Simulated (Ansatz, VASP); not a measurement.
**Pt: VASP beside Ansatz**

```
Pt
1.0
     2.70819    0.00000    0.00000
    -1.35410    2.34536    0.00000
     0.00000    0.00000    4.67740
Pt
2
Direct
  0.63148 0.33333 0.75000
  0.36852 0.66667 0.25000
```

Change from the starting cell: mode 1 frozen in at -0.095 Å and mode 2 at +0.000 Å (largest displacements).

Alike in both runs: task single point; functional LDA; k mesh 18 × 18 × 10; occupations gaussian, width 0.15 eV; no spin polarisation.

|  | VASP | Ansatz |
| --- | --- | --- |
| version | VASP 6.6.1 | Ansatz 0.2.0 |
| potentials or method | VASP PAW LDA potentials, release 64 (Pt), cutoff 520 eV | scalar-relativistic, plane waves, PAW |
| valence electrons in the cell | 20 | 36 |

Ansatz gave:

```
gap on the k mesh at the Fermi level (eV)                     : none
pressure (GPa)                                                : 0.5
traceless stress, the component that is largest in VASP (GPa) : -0.93
rms of the force components (eV/Å)                            : 0.069
```

Problem. Which values does VASP return?

Solution. gap on the k mesh at the Fermi level (eV): none; pressure (GPa): 1.2; traceless stress, the component that is largest in VASP (GPa): -0.77; rms of the force components (eV/Å): 0.069.

LDA's correlation is that of Perdew and Zunger in VASP and of Perdew and Wang (1992) in Ansatz. Atom by atom the forces differ by 0.005 eV/Å (rms over components). A gap of «none» marks a metal or a gap that the smearing closes. VASP's potentials hold 20 valence electrons a cell and Ansatz's 36, so a difference there can come from the potentials and not from the codes.

Spin-orbit coupling is off throughout.
